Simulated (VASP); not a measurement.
# BP: elastic constants with PBEsol

Crystal: BP.

```
CELL_PARAMETERS angstrom
0.00000 2.26005 2.26005
2.26005 0.00000 2.26005
2.26005 2.26005 0.00000
ATOMIC_POSITIONS crystal
B 0.00000 0.00000 0.00000
P 0.75000 0.75000 0.75000
```

```yaml
Program: VASP 6.6.1
Task: elastic constants
Functional: PBEsol
Potentials_or_basis: VASP PAW PBE potentials, release 64 (B, P)
Cutoff: 600 eV
k_mesh: 12 × 12 × 12
Occupations: gaussian, width 0.05 eV
Spin: no spin polarisation
Dipole_correction: no
Ions_in_elastic_constants: relaxed
Further_INCAR_settings: ALGO = Normal; EDIFF = 1e-08; IBRION = 6; POTIM = 0.015; NSW = 1; ISIF = 3
```

```json
{
 "Elastic constants C11, C12, C44": "347, 81, 189 GPa",
 "Voigt bulk modulus": "170 GPa",
 "Highest phonon frequency at Γ, LO-TO splitting left out": "811 cm⁻¹"
}
```

Phonon frequencies in cm⁻¹ (negative: imaginary):
```tsv
q point	frequencies
(0.000, 0.000, 0.000)	0 0 0 811 811 811
```

Elastic tensor in Voigt notation (GPa, in the Cartesian axes of the cell as first typed):
```
347  81  81   0   0   0
 81 347  81   0   0   0
 81  81 347   0   0   0
  0   0   0 189   0   0
  0   0   0   0 189   0
  0   0   0   0   0 189
```

Clamped-ion elastic tensor (GPa):
```
347  81  81   0   0   0
 81 347  81   0   0   0
 81  81 347   0   0   0
  0   0   0 212   0   0
  0   0   0   0 212   0
  0   0   0   0   0 212
```

It took 11 min on 1 thread of Intel Xeon 6975P-C (shared host), peak memory 0.36 GiB.

Caveat: the PAW data sets were made with another functional, which shifts forces and pressure a little.
